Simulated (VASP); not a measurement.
# CdSe (Imm2) in VASP: single point with PBE

Aim: the single point of CdSe with PBE.

Program: VASP 6.6.1. These are calculated values, not measurements. Logs are shortened: lines on timing, memory, paths and dates and some standing lists are left out, and cuts for length are marked.

## 1. The cell of the first run

The typed cell holds 4 atoms: a = 4.378 Å, b = 6.192 Å, c = 4.384 Å, α = 90.00°, β = 90.00°, γ = 90.00°.

## 2. Single point, PBE

The input, INCAR:

```
PREC     = Accurate       # precision mode
ENCUT    = 500            # plane-wave cutoff, eV
EDIFF    = 1E-6           # SCF threshold, eV
ISMEAR   = 0              # smearing method
SIGMA    = 0.01           # smearing width, eV
LREAL    = False          # projectors in reciprocal space
LASPH    = True           # aspherical terms in the spheres
NELM     = 120            # most SCF steps
ALGO     = Normal         # electronic algorithm
ISIF     = 2              # what is computed and relaxed
LWAVE    = False          # write WAVECAR
LCHARG   = False          # write CHGCAR
GGA      = PE             # functional
NBANDS   = 26             # bands
GGA_COMPAT= False
```

The input, KPOINTS:

```
regular mesh
0
Gamma
  4 2 4
```

The input, POSCAR:

```
CdSe
1.0
    4.3781538782      0.0000000000      0.0000000000
    0.0000000000      6.1916445927      0.0000000000
    0.0000000000      0.0000000000      4.3837873484
Cd Se
2 2
Direct
    0.0000000000      0.0001382375      0.0000000000
    0.5000000000      0.5001382375      0.5000000000
    0.0000000000      0.2498617625      0.5000000000
    0.5000000000      0.7498617625      0.0000000000
```

Potentials or basis: VASP PAW PBE potentials, release 64 (Cd, Se).

Started as:

```
cat potpaw_PBE.64/Cd/POTCAR potpaw_PBE.64/Se/POTCAR > POTCAR
mpirun -np 1 vasp_std > vasp.out
```

OUTCAR:

```text
PREC = Accurate
   ENCUT = 500
   EDIFF = 1E-6
   ISMEAR = 0
   LREAL = False
   LASPH = True
   NELM = 120
   ISIF = 2
   GGA = PE

 ion  position               nearest neighbor table
   1  0.000  0.000  0.000-   4 2.68   4 2.68   3 2.68   3 2.68
   2  0.500  0.500  0.500-   3 2.68   3 2.68   4 2.68   4 2.68
   3  0.000  0.250  0.500-   2 2.68   2 2.68   1 2.68   1 2.68
   4  0.500  0.750  0.000-   1 2.68   1 2.68   2 2.68   2 2.68

  LATTYP: Found a simple orthorhombic cell.
 ALAT       =     4.3781538782
 B/A-ratio  =     1.0012867228
 C/A-ratio  =     1.4142135624

  Lattice vectors:

 A1 = (  -4.3781538782,   0.0000000000,   0.0000000000)
 A2 = (   0.0000000000,   0.0000000000,   4.3837873484)
 A3 = (   0.0000000000,   6.1916445927,   0.0000000000)

Analysis of symmetry for initial positions (statically):
=====================================================================
 Subroutine PRICEL returns following result:

  LATTYP: Found a body centered orthorhombic cell.
 ALAT       =     4.3781538782
 B/A-ratio  =     1.0012867228
 C/A-ratio  =     1.4142135624

  Lattice vectors:

 A1 = (   2.1890769391,   3.0958222963,   2.1918936742)
 A2 = (  -2.1890769391,   3.0958222964,  -2.1918936742)
 A3 = (  -2.1890769391,  -3.0958222963,   2.1918936742)

   2 primitive cells build up your supercell.

 Routine SETGRP: Setting up the symmetry group for a
 simple orthorhombic supercell.

 Subroutine GETGRP returns: Found  4 space group operations
 (whereof  4 operations were pure point group operations)
 out of a pool of  8 trial point group operations.

The static configuration has the point symmetry C_2v.

Analysis of symmetry for dynamics (positions and initial velocities):
=====================================================================
 Subroutine PRICEL returns following result:

  LATTYP: Found a body centered orthorhombic cell.
 ALAT       =     4.3781538782
 B/A-ratio  =     1.0012867228
 C/A-ratio  =     1.4142135624

  Lattice vectors:

 A1 = (   2.1890769391,   3.0958222963,   2.1918936742)
 A2 = (  -2.1890769391,   3.0958222964,  -2.1918936742)
 A3 = (  -2.1890769391,  -3.0958222963,   2.1918936742)

   2 primitive cells build up your supercell.

 Routine SETGRP: Setting up the symmetry group for a
 simple orthorhombic supercell.

 Subroutine GETGRP returns: Found  4 space group operations
 (whereof  4 operations were pure point group operations)
 out of a pool of  8 trial point group operations.

The dynamic configuration has the point symmetry C_2v.

 Subroutine INISYM returns: Found  4 space group operations
 (whereof  4 operations are pure point group operations),
 and found     2 'primitive' translations

----------------------------------------------------------------------------------------

                                     Primitive cell

  volume of cell :      59.4178

  direct lattice vectors                    reciprocal lattice vectors
     2.189076939  3.095822296  2.191893674    -0.000000000  0.161507978  0.228113255
    -2.189076939  3.095822296 -2.191893674    -0.228406773  0.161507978  0.000000000
    -2.189076939 -3.095822296  2.191893674    -0.228406773  0.000000000  0.228113255

  length of vectors
     4.379562925  4.379562925  4.379562925     0.279500419  0.279740024  0.322808474

  position of ions in fractional coordinates (direct lattice)
     0.000138238  0.000138238  0.000000000
     0.749861762  0.249861762  0.500000000

  ion indices of the primitive-cell ions
   primitive index   ion index
                 1           1
                 2           3

----------------------------------------------------------------------------------------

 KPOINTS: regular mesh

Automatic generation of k-mesh.
 Grid dimensions read from file:
 generate k-points for:    4    2    4

 Generating k-lattice:

  Cartesian coordinates                     Fractional coordinates (reciprocal lattice)
     0.057101693  0.000000000  0.000000000     0.250000000  0.000000000  0.000000000
     0.000000000  0.080753989  0.000000000     0.000000000  0.500000000  0.000000000
     0.000000000  0.000000000  0.057028314     0.000000000  0.000000000  0.250000000

  Length of vectors
     0.057101693  0.080753989  0.057028314

  Shift w.r.t. Gamma in fractional coordinates (k-lattice)
     0.000000000  0.000000000  0.000000000

 Subroutine IBZKPT returns following result:
 ===========================================

 Found     18 irreducible k-points:

 Following reciprocal coordinates:
            Coordinates               Weight
  0.000000  0.000000  0.000000      1.000000
  0.250000  0.000000  0.000000      2.000000
  0.500000  0.000000  0.000000      1.000000
  0.000000  0.500000  0.000000      1.000000
  0.250000  0.500000  0.000000      2.000000
  0.500000  0.500000  0.000000      1.000000
[... 10 lines left out ...]
  0.250000  0.500000  0.500000      2.000000
  0.500000  0.500000  0.500000      1.000000
   k-points           NKPTS =     18   k-points in BZ     NKDIM =     18   number of bands    NBANDS=     26
   number of dos      NEDOS =    301   number of ions     NIONS =      4
   total plane-waves  NPLWV =  49152
   dimension x,y,z NGX =    32 NGY =   48 NGZ =   32
   dimension x,y,z NGXF=    64 NGYF=   96 NGZF=   64
   ions per type =               2   2
   NGX,Y,Z   is equivalent  to a cutoff of  12.15, 12.89, 12.14 a.u.
   NGXF,Y,Z  is equivalent  to a cutoff of  24.30, 25.78, 24.27 a.u.
 SYSTEM =  unknown system
   PREC   = accura    normal or accurate (medium, high low for compatibility)
   ISTART =      0    job   : 0-new  1-cont  2-samecut
   ICHARG =      2    charge: 1-file 2-atom 10-const
   ISPIN  =      1    spin polarized calculation?
   LNONCOLLINEAR =      F non collinear calculations
   LSORBIT =      F    spin-orbit coupling
   LASPH  =      T    aspherical Exc in radial PAW
   ENCUT  =  500.0 eV  36.75 Ry    6.06 a.u.   7.98 11.29  7.99*2*pi/ulx,y,z
   NELM   =    120;   NELMIN=  2; NELMDL= -5     # of ELM steps
   EDIFF  = 0.1E-05   stopping-criterion for ELM
   LREAL  =      F    real-space projection
   EDIFFG = 0.1E-04   stopping-criterion for IOM
   NSW    =      0    number of steps for IOM
   IBRION =     -1    ionic relax: 0-MD 1-quasi-New 2-CG
   NFREE  =      0    steps in history (QN), initial steepest desc. (CG)
   ISIF   =      2    stress and relaxation
   ISYM   =      2    0-nonsym 1-usesym 2-fastsym
   POTIM  = 0.5000    time-step for ionic-motion
   TEBEG  =    0.0;   TEEND  =   0.0 temperature during run
   PSTRESS=    0.0 pullay stress
   NELECT =      36.0000    total number of electrons
   NUPDOWN=      -1.0000    fix difference up-down
   EMIN   =  10.00;   EMAX   =-10.00  energy-range for DOS
   EFERMI =   0.00;   METHOD = LEGACY
   ISMEAR =     0;   SIGMA  =   0.01  broadening in eV -4-tet -1-fermi 0-gaus
   EFERMI_NEDOS =   21; number of points for ismear=-14 and -15
   IALGO  =     38    algorithm
   IMIX   =      4    mixing-type and parameters
     AMIX     =   0.40;   BMIX     =  1.00
     AMIX_MAG =   1.60;   BMIX_MAG =  1.00
  volume/ion in A,a.u.               =      29.71       200.49
  Fermi-wavevector in a.u.,A,eV,Ry     =   1.099496  2.077745 16.447954  1.208891
  Thomas-Fermi vector in A             =   2.235891
   LORBIT       =      0    0 simple, 1 ext, 2 COOP (PROOUT), +10 PAW based schemes
   GGA     = PE    functional components
   LHFCALC =     F    Hartree Fock is set to
   AEXX    =    0.0000 exact exchange contribution
   IVDW    =     0    specifies the selected vdW correction
   LEPSILON=     F    determine dielectric tensor
   LRPA    =     F    only Hartree local field effects (RPA)
 non-spin polarized calculation
 Gauss-broadening in eV      SIGMA  =   0.01
  energy-cutoff  :      500.00
  volume of cell :      118.84
 maximum number of plane-waves:      3080
 NGX is ok and might be reduce to    32
   NGX = 15   NGY = 23   NGZ = 15

 number of electron      35.9999981 magnetization

 Free energy of the ion-electron system (eV)
  ---------------------------------------------------
  ext. energy  EPLUGINS =         0.00000000
  ---------------------------------------------------
  free energy    TOTEN  =       -10.95739340 eV

  energy without entropy =      -10.95739340  energy(sigma->0) =      -10.95739340

 E-fermi :   0.6400     XC(G=0):  -8.6335

 val. band max:        0.5372040921   @ k =   0.0000   0.0000   0.0000
 cond. band min:       1.0227387752   @ k =   0.0000   0.0000   0.0000
 fundamental gap:      0.4855346831
 Fermi energy:         0.6399840122

 k-point     1 :       0.0000    0.0000    0.0000
  band No.  band energies     occupation
      1     -11.7639      2.00000
      2     -11.3342      2.00000
      3      -7.2461      2.00000
      4      -7.2456      2.00000
      5      -7.2444      2.00000
      6      -7.0746      2.00000
[... 18 lines left out ...]
     25       9.4029      0.00000
     26      10.0929      0.00000

 k-point     2 :       0.2500    0.0000    0.0000
  band No.  band energies     occupation
      1     -11.6469      2.00000
      2     -11.3434      2.00000
      3      -7.2147      2.00000
      4      -7.1974      2.00000
      5      -7.1294      2.00000
      6      -7.1052      2.00000
[... 18 lines left out ...]
     25       8.6585      0.00000
     26       8.9788      0.00000

 k-point     3 :       0.5000    0.0000    0.0000
  band No.  band energies     occupation
      1     -11.4399      2.00000
      2     -11.4399      2.00000
      3      -7.1414      2.00000
      4      -7.1414      2.00000
      5      -7.1392      2.00000
      6      -7.1392      2.00000
[... 398 lines left out ...]
 k-point    17 :       0.2500    0.5000    0.5000
  band No.  band energies     occupation
      1     -11.3867      2.00000
      2     -11.3867      2.00000
      3      -7.1336      2.00000
      4      -7.1336      2.00000
      5      -7.1126      2.00000
      6      -7.1126      2.00000
[... 18 lines left out ...]
     25       8.3950      0.00000
     26       8.3950      0.00000

 k-point    18 :       0.5000    0.5000    0.5000
  band No.  band energies     occupation
      1     -11.3353      2.00000
      2     -11.3353      2.00000
      3      -7.0835      2.00000
      4      -7.0835      2.00000
      5      -7.0821      2.00000
      6      -7.0821      2.00000
[... 18 lines left out ...]
     25       8.1318      0.00000
     26       8.1318      0.00000

------------------------ aborting loop because EDIFF is reached ----------------------------------------

  FORCE on cell =-STRESS in cart. coord.  units (eV):
  Direction    XX          YY          ZZ          XY          YZ          ZX
  --------------------------------------------------------------------------------------
  -------------------------------------------------------------------------------------
  Total        0.2934256      0.1475661      0.2557465      0.0000000      0.0000000      0.0000000
  in kB        3.9560530      1.9895314      3.4480515      0.0000000      0.0000000      0.0000000
  external PRESSURE =       3.1312120 kB  Pullay stress =       0.0000000 kB

 VOLUME and BASIS-vectors are now :
 -----------------------------------------------------------------------------
  energy-cutoff  :      500.00
  volume of cell :      118.84
      direct lattice vectors                 reciprocal lattice vectors
     4.378153878  0.000000000  0.000000000     0.228406773  0.000000000  0.000000000
     0.000000000  6.191644593  0.000000000     0.000000000  0.161507978  0.000000000
     0.000000000  0.000000000  4.383787348     0.000000000  0.000000000  0.228113255

 POSITION                                       TOTAL-FORCE (eV/Angst)
 -----------------------------------------------------------------------------------
      0.00000      0.00086      0.00000        -0.000000     -0.000591      0.000000
      2.18908      3.09668      2.19189         0.000000     -0.000591      0.000000
      0.00000      1.54706      2.19189         0.000000      0.000591      0.000000
      2.18908      4.64288      0.00000        -0.000000      0.000591      0.000000
 -----------------------------------------------------------------------------------
    total drift:                                0.000000      0.000161      0.000000

  FREE ENERGIE OF THE ION-ELECTRON SYSTEM (eV)
  ---------------------------------------------------
  free  energy   TOTEN  =       -10.9573933974 eV

  energy  without entropy=      -10.9573933974  energy(sigma->0) =      -10.95739340
```

Wall time 31 s (1 thread of Intel Xeon Platinum 8375C at 2.90GHz (Ice Lake), shared host); peak memory 0.22 GiB.

What came out:

```yaml
Free_energy: -10.9574 eV
Pressure: 0.3 GPa
Band_gap_on_the_k_mesh: 0.49 eV
```

Caveat: the k points lie up to 0.51 Å⁻¹ apart.
